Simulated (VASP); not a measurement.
# H18CO9 in VASP: a series of runs, part 2 of 2

VASP 6.6.1. Earlier steps stand in the parts before.

## Step 4: Single point, r2SCAN

Contents of POSCAR:

```
H18CO9
1.0
    6.7017590000      0.0000000000      0.0000000000
    0.0000000000      6.7017590000      0.0000000000
    0.0000000000      0.0000000000      6.7017590000
O H C
9 18 1
Direct
    0.4793069998      0.0274703999      0.7889421270
    0.5049719036      0.8991370773      0.4086389857
    0.0724138245      0.4947507065      0.1382323656
    0.3568167700      0.7450282829      1.0529325211
    0.1348750380      0.2262092683      0.8210083353
    0.8217394866      0.9671639938      0.9354260575
    0.7662316714      0.1991865121      0.2869992788
    0.1164470402      0.5043750454      0.5231462367
    0.7076201934      0.6108843962      0.8482996777
    0.4697721897     -0.0320065225      0.6538581886
    0.6113320398     -0.0166821875      0.8413462794
    0.5715962033      1.0234328032      0.3891515645
    0.4552536133      0.8643402426      0.2812843613
    0.1731933363      0.5885768199      0.0768007325
    0.0961837034      0.3772144000      0.0601782308
    0.3500424292      0.8551337044      0.9457069405
    0.4825449557      0.6723757151      1.0031396235
    0.2719733730      0.1559888978      0.8307669673
    0.1286677125      0.2929081753      0.6914453355
    0.9286815596      1.0486500634      0.8709653689
    0.8720247923      0.8393468043      0.9022258186
    0.8362282201      0.3266903510      0.2782702273
    0.7735431847      0.1532284285      0.1469464957
    0.1061363144      0.6470241619      0.5510195159
    0.1338156147      0.5020920627      0.3734243502
    0.7581293210      0.5684925405      0.5625388797
    0.6067809959      0.3661277584      0.7031885211
    0.6898487397      0.5136860338      0.6964141802
```

Contents of INCAR.step1:

```
PREC = Accurate ; ENCUT = 1100
ISMEAR = -1 ; SIGMA = 0.05
LREAL = Auto ; LASPH = T
NELM = 120 ; NBANDS = 58
GGA = PE ; ALGO = Normal
EDIFF = 1E-5 ; LWAVE = T
LCHARG = F ; GGA_COMPAT = F
```

Contents of INCAR.step2:

```
PREC = Accurate ; ENCUT = 1100
EDIFF = 1E-6 ; ISMEAR = -1
SIGMA = 0.05 ; LREAL = Auto
LASPH = T ; NELM = 120
ALGO = Normal ; ISIF = 2
LWAVE = F ; LCHARG = F
METAGGA = R2SCAN ; LMIXTAU = T
NBANDS = 58 ; ISTART = 1
GGA_COMPAT = F
```

Contents of KPOINTS:

```
Automatic mesh
0
Gamma
  1 1 1
```

Run with:

```console
$ cat potpaw_PBE.64/O_h/POTCAR potpaw_PBE.64/H_h/POTCAR potpaw_PBE.64/C_h/POTCAR > POTCAR
$ cp INCAR.step1 INCAR
$ mpirun -np 1 vasp_gam > vasp.out
$ cp INCAR.step2 INCAR
$ mpirun -np 1 vasp_gam > vasp.out
```

It took 5.6 min on 1 thread of Intel Xeon Platinum 8488C (Sapphire Rapids), shared host; peak memory 0.82 GiB.

Results (log left out):

- Free energy: -150.6049 eV
- Pressure: -0.4 GPa
- Largest force: 2.802 eV/Å

Forces on the atoms (eV/Å):
```
O   -0.530 -0.508 -0.608
O    0.145 -0.115  1.524
O    0.604  0.794 -0.285
O    1.728  0.396 -2.170
O    1.196 -1.257  0.371
O    1.468  1.501 -0.459
O    0.324  0.525 -1.108
O    0.243  0.873 -0.544
O   -0.227 -0.247  0.060
H   -0.097  0.195  0.322
H    0.031  0.479 -0.003
H    0.670  0.691 -0.297
H   -0.690 -0.596 -1.140
H   -0.639 -0.282  0.681
H   -0.074 -0.599 -0.521
H    0.298 -1.134  1.256
H   -1.620  0.789  0.788
H   -1.583  0.992 -0.483
H    0.207  0.233  0.242
H   -0.513  0.445  0.453
H   -0.326 -1.486  0.225
H   -0.268 -0.323  0.247
H   -0.032 -0.142  1.057
H    0.164 -0.741  0.021
H   -0.418 -0.256  0.652
H    0.112 -0.060 -0.956
H    0.454  0.767 -0.392
C   -0.627 -0.932  1.065
```

Stress tensor (GPa, compression positive):
```
-1.65  0.66  0.86
 0.66  0.01  0.99
 0.86  0.99  0.30
```

Levels at points of the mesh, in eV from the Fermi level:
```tsv
k point	band 34	band 35	band 36	band 37	band 38	band 39	band 40	band 41	band 42	band 43
(0.00, 0.00, 0.00)	-1.98	-1.91	-1.84	-1.70	-1.19	3.07	4.06	6.70	7.23	7.63
```

Caveat: the k points lie up to 0.94 Å⁻¹ apart, too coarse for converged energies, forces and pressures; the atoms stand as in a frame of molecular dynamics; the PAW data sets were made with another functional, which shifts forces and pressure a little.

## Step 5: Single point, r2SCAN

Contents of POSCAR:

```
H18CO9
1.0
    6.7017590000      0.0000000000      0.0000000000
    0.0000000000      6.7017590000      0.0000000000
    0.0000000000      0.0000000000      6.7017590000
O H C
9 18 1
Direct
    0.4795009788      0.0225164766      0.7654855986
    0.4881255802      0.9107012055      0.3966570568
    0.0679075449      0.4979438980      0.1391127314
    0.3667395381      0.7365976604      1.0473220538
    0.1550040818      0.2153315271      0.8282900057
    0.8206949847      0.9721328386      0.9404396667
    0.7500120491      0.2039315350      0.2982351350
    0.1272800171      0.5128802752      0.5256381198
    0.7108730708      0.6043040342      0.8591177331
    0.4936166759     -0.0483753594      0.6438608133
    0.6074673828      0.0125191013      0.8362431415
    0.6014838791      0.9814139840      0.3498186073
    0.4466140904      0.8213813717      0.2921621025
    0.1593909897      0.6118095264      0.1146713870
    0.0686983820      0.4268580831      0.0167866377
    0.3783335092      0.8552978405      0.9508399213
    0.4621920902      0.6444278286      0.9803694821
    0.2792699648      0.1398289613      0.8128313776
    0.1491101068      0.3114555447      0.7186023848
    0.9227278988      1.0421890730      0.8630719189
    0.8396303120      0.8379591089      0.9180724046
    0.8226944598      0.3287345904      0.3021743993
    0.7227356281      0.1969184508      0.1570632427
    0.0691758686      0.6441741638      0.5051658826
    0.1163276686      0.4591928776      0.3968808786
    0.7778853283      0.5498407209      0.5651799774
    0.5863684445      0.3930908288      0.6976377396
    0.6924898374      0.5128802752      0.7042479445
```

Contents of INCAR.step1:

```
SYSTEM = H18CO9
PREC = Accurate ; ENCUT = 1100
ISMEAR = -1 ; SIGMA = 0.05
LREAL = Auto ; LASPH = .TRUE.
NELM = 120 ; NBANDS = 58
GGA = PE ; ALGO = Normal
EDIFF = 1E-5 ; LWAVE = .TRUE.
LCHARG = .FALSE. ; GGA_COMPAT = .FALSE.
```

Contents of INCAR.step2:

```
SYSTEM = H18CO9
PREC = Accurate ; ENCUT = 1100
EDIFF = 1E-6 ; ISMEAR = -1
SIGMA = 0.05 ; LREAL = Auto
LASPH = .TRUE. ; NELM = 120
ALGO = Normal ; ISIF = 2
LWAVE = .FALSE. ; LCHARG = .FALSE.
METAGGA = R2SCAN ; LMIXTAU = .TRUE.
NBANDS = 58 ; ISTART = 1
GGA_COMPAT = .FALSE.
```

Contents of KPOINTS:

```
Automatic mesh
0
G
  1 1 1
  0 0 0
```

Run with:

```console
$ cat potpaw_PBE.64/O_h/POTCAR potpaw_PBE.64/H_h/POTCAR potpaw_PBE.64/C_h/POTCAR > POTCAR
$ cp INCAR.step1 INCAR
$ mpirun -np 1 vasp_gam > vasp.out
$ cp INCAR.step2 INCAR
$ mpirun -np 1 vasp_gam > vasp.out
```

Wall time 3.2 min (1 thread of AMD EPYC 9R45 (Zen 5), shared host); peak memory 0.79 GiB.

The run converged. Its results:

```
Free energy   : -150.4187 eV
Pressure      : 1.9 GPa
Largest force : 3.061 eV/Å
```

Forces on the atoms (eV/Å):
```
O   -0.313  0.490  1.720
O   -0.528 -0.629  0.788
O   -0.195  1.047  0.792
O    0.884  0.766 -1.868
O   -1.005  0.552 -0.168
O    0.052  3.057  0.152
O    0.102  0.777 -0.249
O   -0.131  1.198  1.774
O    0.240 -0.141 -0.174
H   -0.139 -0.580 -1.648
H    0.361  0.009  0.039
H    0.643  0.596 -0.297
H   -0.052 -0.139 -0.430
H   -0.263 -0.549 -0.064
H    0.255 -0.899 -0.656
H   -0.208 -1.170  1.053
H   -0.610  0.528  0.841
H    0.152  0.163 -0.215
H    0.150 -0.291  0.132
H    0.237  0.127  0.394
H    0.238 -2.754 -0.334
H    0.137 -0.178  0.198
H    0.056 -0.419 -0.018
H    0.418 -0.314  0.310
H    0.091 -0.853 -1.955
H   -0.345 -0.082  0.657
H   -0.492 -0.860 -0.290
C    0.267  0.548 -0.482
```

Stress tensor (GPa, compression positive):
```
1.38 0.57 0.49
0.57 1.94 2.60
0.49 2.60 2.48
```

Levels at points of the mesh, in eV from the Fermi level:
```
           k point  band 34  band 35  band 36  band 37  band 38  band 39  band 40  band 41  band 42  band 43
(0.00, 0.00, 0.00)    -1.73    -1.70    -1.46    -1.36    -1.24     2.94     4.36     6.92     7.21     7.86
```

Caveat: the k points lie up to 0.94 Å⁻¹ apart, too coarse for converged energies, forces and pressures; the atoms stand as in a frame of molecular dynamics; the PAW data sets were made with another functional, which shifts forces and pressure a little.

## Step 6: Overview

```csv
cell,pressure (GPa),largest force (eV/Å)
"as given, atomic positions A",-0.1,0.27
"as given, atomic positions B",0.5,2.90
"as given, atomic positions C",-0.4,2.80
"as given, atomic positions D",1.9,3.06
```

Alike in all rows: task single point; level r2SCAN; potentials or basis VASP PAW PBE potentials, release 64 (O_h, H_h, C_h); no spin polarisation; k mesh 1 × 1 × 1; cutoff (eV) 1100; smearing fermi-dirac 0.05 eV.

Caveats: all runs use coarse meshes; the PAW data sets were made with another functional, which shifts forces and pressure a little; the atoms stand as in a frame of molecular dynamics (at least some runs).

Total energies depend on the potentials used, so only differences within one code and one set of settings carry meaning.
